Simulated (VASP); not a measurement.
Runs of VASP 6.6.1 on Mn. The structure is that of space group Im-3m (No. 229), or close to it. The cells are those of the table. 

| task | spin | cell | k mesh | cutoff (eV) | smearing | gap on the mesh (eV) | pressure (GPa) | moment (μB) |
| --- | --- | --- | --- | --- | --- | --- | --- | --- |
| single point | collinear, ferromagnetic start | a = 2.414 Å, angles 109.5°, 1 atom | 15 × 15 × 15 | 520 | fermi-dirac 0.05 eV | none | 0.3 | 1.15 |
| single point | collinear, ferromagnetic start | a = 2.414 Å, angles 109.5°, 1 atom | 18 × 18 × 18 | 520 | fermi-dirac 0.05 eV | none | 0.1 | 1.15 |
| single point | off | a = 2.391 Å, angles 109.5°, 1 atom | 8 × 8 × 8 | 550 | fermi-dirac 0.1 eV | none | (a) | - |
| single point | collinear, ferromagnetic start | a = 2.414 Å, angles 109.5°, 1 atom | 26 × 26 × 26 | 520 | fermi-dirac 0.05 eV | none | 0.1 | 1.14 |
| relaxation of cell and atoms | collinear, ferromagnetic start | relaxed from a = 2.481 Å, angles 109.5°, 1 atom | 15 × 15 × 15 | 600 | fermi-dirac 0.05 eV | none | 0.0 | 1.15 |

Alike in all rows: level r2SCAN; potentials or basis VASP PAW PBE potentials, release 64 (Mn_pv).

**Question.** Estimate the missing entries.

**Answer.** (a) -0.1.

Caveats: some runs use coarse meshes; the PAW data sets were made with another functional, which shifts forces and pressure a little.

A gap of «none» marks levels without a gap at the run's occupations.
